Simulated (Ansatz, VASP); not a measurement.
**LiCl: VASP beside Ansatz**

```xyz
2
Lattice="0.0000 2.5648 2.5648 2.5648 0.0000 2.5648 2.5648 2.5648 0.0000" Properties=species:S:1:pos:R:3 pbc="T T T"
Li    0.0000    0.0000    0.0000
Cl    2.5648    2.5648    2.5648
```

Alike in both runs: task electric field gradients; functional PBE; k mesh 9 × 9 × 9; occupations fermi-dirac, width 0.02 eV; no spin polarisation.

```csv
,VASP,Ansatz
version,VASP 6.6.1,Ansatz 0.2.0
potentials or method,"VASP PAW PBE potentials, release 64 (Li_sv, Cl)","plane-wave PAW, scalar-relativistic"
plane-wave cutoff (eV),520,420
valence electrons in the cell,10,10
```

|  | VASP | Ansatz | Ansatz less VASP |
| --- | --- | --- | --- |
| gap on the k mesh at the Fermi level (eV) | 6.34 | 6.33 | -0.013 |

Noted on VASP's run: the cutoff is short for stress, so the pressure is rough.
